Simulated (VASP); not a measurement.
The system is AlNi.

```
Al Ni
1.0
     2.04281   -2.04281    0.00000
     2.04281    2.04281    0.00000
     0.00000    0.00000    2.90114
Al Ni
1 1
Direct
  0.00000 0.00000 0.00000
  0.50000 0.50000 0.50000
```

| Item | Value |
| --- | --- |
| Program | VASP 6.6.1 |
| Task | relaxation of cell and atoms |
| Functional | PBE |
| Dispersion | D3(BJ) |
| Potentials or basis | VASP PAW PBE potentials, release 64 (Al, Ni) |
| Cutoff | 600 eV |
| k mesh | 16 × 16 × 14 |
| Occupations | gaussian, width 0.1 eV |
| Spin | no spin polarisation |

At the start: pressure -6.7 GPa; volume 12.11 Å³/atom.

Question: Where does the relaxation end?

Answer: Over 8 steps the energy falls by 8.7 meV/atom and the volume is 11.67 Å³/atom (-3.6 %); space group Pm-3m (No. 221, to 0.05 Å).

The path:
| step | energy change (eV) | largest force (eV/Å) | pressure (GPa) | volume (Å³) |
| --- | --- | --- | --- | --- |
| 1 | 0.0000 | 0.0000 | -6.68 | 24.21 |
| 2 | -0.0005 | 0.0000 | 6.43 | 22.49 |
| 3 | -0.0175 | 0.0000 | -0.26 | 23.35 |
| 4 | -0.0175 | 0.0000 | 0.19 | 23.32 |
| 5 | -0.0175 | 0.0000 | -0.57 | 23.36 |
| 6 | -0.0175 | 0.0000 | 0.09 | 23.33 |
| 7 | -0.0175 | 0.0000 | -0.26 | 23.33 |
| 8 | -0.0175 | 0.0000 | -0.01 | 23.33 |

Final structure:
```cif
data_structure
_symmetry_space_group_name_H-M 'P 1'
_symmetry_Int_Tables_number 1
_cell_length_a 2.8535
_cell_length_b 2.8535
_cell_length_c 2.8654
_cell_angle_alpha 90.000
_cell_angle_beta 90.000
_cell_angle_gamma 90.000
_cell_volume 23.33
loop_
_atom_site_label
_atom_site_type_symbol
_atom_site_fract_x
_atom_site_fract_y
_atom_site_fract_z
_atom_site_occupancy
Al1 Al 0.00000 0.00000 0.00000 1
Ni1 Ni 0.50000 0.50000 0.50000 1
```

Caveat: pairwise dispersion overbinds metals, which lowers pressure and volume.
